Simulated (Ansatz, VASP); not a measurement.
**One calculation of GaN, two programs**

INCAR

```
SYSTEM = GaN
PREC = Accurate
ENCUT = 520
EDIFF = 1E-6
ISMEAR = 0
SIGMA = 0.01
LREAL = .False.
LASPH = .True.
NELM = 60
ALGO = Normal
ISIF = 2
LWAVE = .False.
LCHARG = .True.
GGA = PE
LELF = .True.
LVHAR = .True.
NBANDS = 26
```

File KPOINTS:

```
Automatic mesh
0
Gamma
  9 9 4
  0 0 0
```

Contents of POSCAR:

```
GaN
1.0
    3.2184326374      0.0000000000      0.0000000000
   -1.6092163187      2.7872444244      0.0000000000
    0.0000000000      0.0000000000      5.2428367369
Ga N
2 2
Direct
    0.3333333333      0.6666666667     -0.0008671783
    0.6666666667      0.3333333333      0.4991328217
    0.3333333333      0.6666666667      0.3758671783
    0.6666666667      0.3333333333      0.8758671783
```

Input for Ansatz:

```yaml
crystal:
  lattice:
    - [3.2184326374, 0.0, 0.0]
    - [-1.6092163187, 2.7872444244, 0.0]
    - [0.0, 0.0, 5.2428367369]
  atoms:
    - { symbol: Ga, position: [0.3333333333, 0.6666666667, -0.0008671783] }
    - { symbol: Ga, position: [0.6666666667, 0.3333333333, 0.4991328217] }
    - { symbol: "N", position: [0.3333333333, 0.6666666667, 0.3758671783] }
    - { symbol: "N", position: [0.6666666667, 0.3333333333, 0.8758671783] }
kpoints:
  mp_grid: { grid: [9, 9, 4] }
hamiltonian:
  xc: pbe
scf:
  occupations: { method: fixed }
  n_extra_bands: 5
output:
  forces: true
  stress: true
  eigenvalues: true
```

Alike in both runs: task single point; functional PBE; k mesh 9 × 9 × 4; no spin polarisation.

```csv
,VASP,Ansatz
version,VASP 6.6.1,Ansatz 0.2.0
potentials or method,"VASP PAW PBE potentials, release 64 (Ga_d, N)","plane waves, PAW"
plane-wave cutoff (eV),520,420
occupations,"gaussian, width 0.01 eV",fixed
valence electrons in the cell,36,36
```

Ansatz gave:

- gap on the k mesh at the Fermi level (eV): 1.71
- pressure (GPa): 0.0

Q: Which values does VASP return?

A: gap on the k mesh at the Fermi level (eV): 1.72; pressure (GPa): 0.1.
